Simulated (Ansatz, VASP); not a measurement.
## As: VASP beside Ansatz

```
As
1.0
     1.89097    1.09175    3.36808
    -1.89097    1.09175    3.36808
     0.00000   -2.18350    3.36808
As
2
Direct
  0.23018 0.23018 0.23018
  0.76982 0.76982 0.76982
```

Alike in both runs: task single point; functional PBEsol; k mesh 21 × 21 × 21; occupations gaussian, width 0.1 eV; no spin polarisation.

```csv
,VASP,Ansatz
version,VASP 6.6.1,Ansatz 0.2.0
potentials or method,"VASP PAW PBE potentials, release 64 (As), cutoff 520 eV","scalar-relativistic, plane waves, PAW"
valence electrons in the cell,10,30
```

Ansatz gave:

```
gap on the k mesh at the Fermi level (eV)                     : none
pressure (GPa)                                                : 0.0
traceless stress, the component that is largest in VASP (GPa) : 0.00
rms of the force components (eV/Å)                            : 0.006
```

What did VASP give for the same quantities?

gap on the k mesh at the Fermi level (eV): none; pressure (GPa): 0.4; traceless stress, the component that is largest in VASP (GPa): -0.08; rms of the force components (eV/Å): 0.025.

VASP's potentials were made for PBE, not for PBEsol, and Ansatz warns of the same on its side. Atom by atom the forces differ by 0.031 eV/Å (rms over components). A gap of «none» marks a metal or a gap that the smearing closes. VASP's potentials hold 10 valence electrons a cell and Ansatz's 30, so a difference there can come from the potentials and not from the codes.
